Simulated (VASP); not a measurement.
# Ta (Cmme) in VASP: single point with PBE

Aim: the single point of Ta with PBE.

Program: VASP 6.6.1. These are calculated values, not measurements. Logs are shortened: lines on timing, memory, paths and dates and some standing lists are left out, and cuts for length are marked.

## (1) The cell of the first run

The structure is orthorhombic, space group Cmme (No. 67). Conventional cell: a = 3.319 Å, b = 4.693 Å, c = 11.387 Å, α = 90.00°, β = 90.00°, γ = 90.00°. Within 3.8 Å of Ta (site symmetry mm2) lie 10 Ta at 2.87 to 3.32 Å. Within 3.8 Å of Ta (site symmetry mm2) lie 14 Ta at 2.87 to 3.32 Å.

## (2) Single point, PBE (the distance across one plane changed)

INCAR

```
PREC = Accurate ; ENCUT = 500
EDIFF = 1E-6 ; ISMEAR = 0
SIGMA = 0.15 ; LREAL = F
LASPH = T ; NELM = 120
ALGO = Normal ; ISIF = 2
LWAVE = F ; LCHARG = T
GGA = PE ; LELF = T
LVHAR = T ; NBANDS = 30
GGA_COMPAT = F
```

KPOINTS

```
Automatic mesh
0
Gamma
  22 22 7
```

POSCAR

```
Ta
1.0
   -1.6593948201      1.6593948201     -1.6593948201
   -1.6593948201     -1.6593948201      1.6593948201
    0.0000000000      8.0517928427      8.0517928427
Ta
4
Direct
    0.0000000000      0.0000000000      0.7213153621
    0.5000000000      0.5000000000      0.1030450517
    0.0000000000      0.0000000000      0.3091351552
    0.5000000000      0.5000000000      0.5152252587
```

Potentials or basis: VASP PAW PBE potentials, release 64 (Ta_pv).

Started as:

```bash
cat potpaw_PBE.64/Ta_pv/POTCAR > POTCAR
mpirun -np 1 vasp_std > vasp.out
```

OUTCAR:

```text
PREC = Accurate
   ENCUT = 500
   EDIFF = 1E-6
   ISMEAR = 0
   LREAL = F
   LASPH = T
   NELM = 120
   ISIF = 2
   GGA = PE

 ion  position               nearest neighbor table
   1  0.000  0.000  0.721-   4 2.87   4 2.87   4 3.32   4 3.32
   2  0.500  0.500  0.103-   3 2.87   3 2.87   3 3.32   3 3.32
   3  0.000  0.000  0.309-   4 2.87   4 2.87   2 2.87   2 2.87   4 3.32   4 3.32   2 3.32   2 3.32

   4  0.500  0.500  0.515-   1 2.87   1 2.87   3 2.87   3 2.87   1 3.32   1 3.32   3 3.32   3 3.32

  LATTYP: Found a base centered orthorhombic cell.
 ALAT       =     3.3187896402
 B/A-ratio  =     1.4142135624
 C/A-ratio  =     3.4310564616

  Lattice vectors:

 A1 = (  -1.6593948201,   1.6593948201,  -1.6593948201)
 A2 = (  -1.6593948201,  -1.6593948201,   1.6593948201)
 A3 = (   0.0000000000,   8.0517928427,   8.0517928427)

Analysis of symmetry for initial positions (statically):
=====================================================================
 Subroutine PRICEL returns:
 Original cell was already a primitive cell.

 Routine SETGRP: Setting up the symmetry group for a
 base centered orthorhombic supercell.

 Subroutine GETGRP returns: Found  8 space group operations
 (whereof  4 operations were pure point group operations)
 out of a pool of  8 trial point group operations.

The static configuration has the point symmetry C_2v.
 The point group associated with its full space group is D_2h.

Analysis of symmetry for dynamics (positions and initial velocities):
=====================================================================
 Subroutine PRICEL returns:
 Original cell was already a primitive cell.

 Routine SETGRP: Setting up the symmetry group for a
 base centered orthorhombic supercell.

 Subroutine GETGRP returns: Found  8 space group operations
 (whereof  4 operations were pure point group operations)
 out of a pool of  8 trial point group operations.

The dynamic configuration has the point symmetry C_2v.
 The point group associated with its full space group is D_2h.

 Subroutine INISYM returns: Found  8 space group operations
 (whereof  4 operations are pure point group operations),
 and found     1 'primitive' translations

----------------------------------------------------------------------------------------

                                     Primitive cell

  volume of cell :      88.6854

[... 85 lines left out ...]
   ICHARG =      2    charge: 1-file 2-atom 10-const
   ISPIN  =      1    spin polarized calculation?
   LNONCOLLINEAR =      F non collinear calculations
   LSORBIT =      F    spin-orbit coupling
   LASPH  =      T    aspherical Exc in radial PAW
   ENCUT  =  500.0 eV  36.75 Ry    6.06 a.u.   5.24  5.24 20.76*2*pi/ulx,y,z
   NELM   =    120;   NELMIN=  2; NELMDL= -5     # of ELM steps
   EDIFF  = 0.1E-05   stopping-criterion for ELM
   LREAL  =      F    real-space projection
   EDIFFG = 0.1E-04   stopping-criterion for IOM
   NSW    =      0    number of steps for IOM
   IBRION =     -1    ionic relax: 0-MD 1-quasi-New 2-CG
   NFREE  =      0    steps in history (QN), initial steepest desc. (CG)
   ISIF   =      2    stress and relaxation
   ISYM   =      2    0-nonsym 1-usesym 2-fastsym
   POTIM  = 0.5000    time-step for ionic-motion
   TEBEG  =    0.0;   TEEND  =   0.0 temperature during run
   PSTRESS=    0.0 pullay stress
   NELECT =      44.0000    total number of electrons
   NUPDOWN=      -1.0000    fix difference up-down
   EMIN   =  10.00;   EMAX   =-10.00  energy-range for DOS
   EFERMI =   0.00;   METHOD = LEGACY
   ISMEAR =     0;   SIGMA  =   0.15  broadening in eV -4-tet -1-fermi 0-gaus
   EFERMI_NEDOS =   21; number of points for ismear=-14 and -15
   IALGO  =     38    algorithm
   IMIX   =      4    mixing-type and parameters
     AMIX     =   0.40;   BMIX     =  1.00
     AMIX_MAG =   1.60;   BMIX_MAG =  1.00
  volume/ion in A,a.u.               =      22.17       149.62
  Fermi-wavevector in a.u.,A,eV,Ry     =   1.296010  2.449104 22.852918  1.679642
  Thomas-Fermi vector in A             =   2.427494
   LORBIT       =      0    0 simple, 1 ext, 2 COOP (PROOUT), +10 PAW based schemes
   GGA     = PE    functional components
   LHFCALC =     F    Hartree Fock is set to
   AEXX    =    0.0000 exact exchange contribution
   IVDW    =     0    specifies the selected vdW correction
   LEPSILON=     F    determine dielectric tensor
   LRPA    =     F    only Hartree local field effects (RPA)
 non-spin polarized calculation
 Gauss-broadening in eV      SIGMA  =   0.15
  energy-cutoff  :      500.00
  volume of cell :       88.69
 maximum number of plane-waves:      2276
 NGX is ok and might be reduce to    24
   NGX = 11   NGY = 11   NGZ = 41

 number of electron      43.9999996 magnetization

 Free energy of the ion-electron system (eV)
  ---------------------------------------------------
  ext. energy  EPLUGINS =         0.00000000
  ---------------------------------------------------
  free energy    TOTEN  =       -45.31924297 eV

  energy without entropy =      -45.25347649  energy(sigma->0) =      -45.28635973

 E-fermi :   3.9496     XC(G=0): -11.3018

 val. band max:        3.9496229581   @ k =  -0.3636   0.1818   0.2857
 cond. band min:       3.9500132091   @ k =  -0.3182   0.1364   0.4286
 fundamental gap:      0.0003902510
 Fermi energy:         3.9496375322

 k-point     1 :       0.0000    0.0000    0.0000
  band No.  band energies     occupation
      1     -30.5171      2.00000
      2     -30.4318      2.00000
      3     -29.9216      2.00000
      4     -29.8663      2.00000
      5     -29.8598      2.00000
      6     -29.6443      2.00000
[... 781 lines left out ...]
     29       7.5411      0.00000
     30       7.7462      0.00000

 [... further k-points ...]
[... 5 lines left out ...]
  --------------------------------------------------------------------------------------
  -------------------------------------------------------------------------------------
  Total       -3.6614146     -4.0964071     -4.0964071     -0.0000000     -0.1396010     -0.0000000
  in kB      -66.1465872    -74.0051004    -74.0051004     -0.0000000     -2.5220108     -0.0000000
  external PRESSURE =     -71.3855960 kB  Pullay stress =       0.0000000 kB

 VOLUME and BASIS-vectors are now :
 -----------------------------------------------------------------------------
  energy-cutoff  :      500.00
  volume of cell :       88.69
      direct lattice vectors                 reciprocal lattice vectors
    -1.659394820  1.659394820 -1.659394820    -0.301314668  0.150657334 -0.150657334
    -1.659394820 -1.659394820  1.659394820    -0.301314668 -0.150657334  0.150657334
     0.000000000  8.051792843  8.051792843     0.000000000  0.062097971  0.062097971

 POSITION                                       TOTAL-FORCE (eV/Angst)
 -----------------------------------------------------------------------------------
      0.00000      5.80788      5.80788        -0.000000      0.101346      0.101346
     -1.65939      0.82970      0.82970         0.000000     -0.101346     -0.101346
      0.00000      2.48909      2.48909        -0.000000     -0.166006     -0.166006
     -1.65939      4.14849      4.14849         0.000000      0.166006      0.166006
 -----------------------------------------------------------------------------------
    total drift:                                0.000000     -0.000002     -0.000002

  FREE ENERGIE OF THE ION-ELECTRON SYSTEM (eV)
  ---------------------------------------------------
  free  energy   TOTEN  =       -45.3192429680 eV

  energy  without entropy=      -45.2534764887  energy(sigma->0) =      -45.28635973
```

OSZICAR:

```text
N       E                     dE             d eps       ncg     rms          rms(c)
DAV:   1     0.409228328167E+03    0.40923E+03   -0.24375E+04 32120   0.144E+03
DAV:   2    -0.323192747467E+02   -0.44155E+03   -0.43020E+03 35392   0.428E+02
DAV:   3    -0.484557463116E+02   -0.16136E+02   -0.15569E+02 42062   0.725E+01
DAV:   4    -0.487874939043E+02   -0.33175E+00   -0.32935E+00 39372   0.972E+00
DAV:   5    -0.487972037363E+02   -0.97098E-02   -0.97016E-02 42816   0.138E+00    0.247E+01
DAV:   6    -0.493085308582E+02   -0.51133E+00   -0.49778E+01 43360   0.324E+01    0.128E+01
DAV:   7    -0.467135442033E+02    0.25950E+01   -0.44182E+01 43930   0.192E+01    0.105E+01
DAV:   8    -0.453293201769E+02    0.13842E+01   -0.67929E+00 41260   0.109E+01    0.125E+00
DAV:   9    -0.453205346251E+02    0.87856E-02   -0.46395E-01 41878   0.381E+00    0.620E-01
DAV:  10    -0.453205916918E+02   -0.57067E-04   -0.39175E-02 37660   0.123E+00    0.338E-01
DAV:  11    -0.453194467797E+02    0.11449E-02   -0.14795E-02 39356   0.510E-01    0.102E-01
DAV:  12    -0.453192523207E+02    0.19446E-03   -0.21649E-03 37796   0.207E-01    0.553E-02
DAV:  13    -0.453192489218E+02    0.33989E-05   -0.24221E-04 41870   0.105E-01    0.269E-02
DAV:  14    -0.453192458208E+02    0.31009E-05   -0.10804E-04 39128   0.384E-02    0.108E-02
DAV:  15    -0.453192437506E+02    0.20703E-05   -0.66625E-06 33224   0.149E-02    0.420E-03
DAV:  16    -0.453192429680E+02    0.78259E-06   -0.17323E-06 25860   0.807E-03
   1 F= -.45319243E+02 E0= -.45286360E+02  d E =-.657665E-01
```

Run time: 9.4 min. Hardware: 1 thread of Intel Xeon 6975P-C (Granite Rapids), shared host; peak memory 0.97 GiB.

Results:

- Free energy: -45.3192 eV
- Pressure: -7.1 GPa
- Largest force: 0.235 eV/Å
- Band gap on the k mesh: zero (bands 22 and 23 overlap by 2.42 eV)

Forces in eV/Å, atoms in the order of the input:
```
Ta   0.000  0.101  0.101
Ta   0.000 -0.101 -0.101
Ta   0.000 -0.166 -0.166
Ta   0.000  0.166  0.166
```

Levels at points of the mesh, in eV from the Fermi level:
```csv
k point,band 18,band 19,band 20,band 21,band 22,band 23,band 24,band 25,band 26,band 27
"(0.00, 0.00, 0.00)",-1.43,-1.04,-0.36,0.10,0.37,0.50,0.83,1.10,2.06,2.34
"(0.50, 0.00, 0.00)",-1.48,-1.42,-1.42,-0.29,-0.29,1.29,1.29,3.12,3.12,3.44
"(0.50, 0.50, 0.00)",-2.39,-1.10,-0.89,0.23,1.82,1.85,1.96,2.04,2.27,2.94
```

Caveat: the cell differs from its parent crystal (the distance across one plane changed); the cell stands under tension; spin-orbit coupling is left out, which moves the levels of the heavy elements.
